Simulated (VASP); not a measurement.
Sr3Pt, 4 atoms in the cell. Symmetry: Pm-3m, No. 221, cubic system. Conventional cell: a = 5.142 Å, b = 5.142 Å, c = 5.142 Å, α = 90.00°, β = 90.00°, γ = 90.00°. Sr (site symmetry 4/mmm) has 8 Sr at 3.64 Å and 4 Pt at 3.64 Å within 4.8 Å. Within 4.8 Å of Pt (site symmetry m-3m) lie 12 Sr at 3.64 Å. 

```yaml
Program: VASP 6.6.1
Task: relaxation of cell and atoms
Functional: PBE
Potentials_or_basis: VASP PAW PBE potentials, release 64 (Sr_sv, Pt)
Cutoff: 600 eV
k_mesh: 10 × 10 × 10
Occupations: gaussian, width 0.1 eV
Spin: no spin polarisation
Dipole_correction: no
Further_INCAR_settings: ALGO = Fast; EDIFF = 1e-06; IBRION = 2; EDIFFG = -0.01; NSW = 100; ISIF = 3
```

Potentials or basis: VASP PAW PBE potentials, release 64 (Sr_sv, Pt).

Run with:

```bash
$ cat potpaw_PBE.64/Sr_sv/POTCAR potpaw_PBE.64/Pt/POTCAR > POTCAR
$ mpirun -np 1 vasp_std > vasp.out
```

Hardware: 1 thread of AMD EPYC 9R45 (Zen 5), with other jobs on the host.

**Question.** Estimate the wall time of this run.

**Answer.** Wall time 4.1 min on 1 thread of AMD EPYC 9R45 (Zen 5) (shared host), peak memory 0.38 GiB. Counts: scf iterations 27, k points 56, ion steps 2.
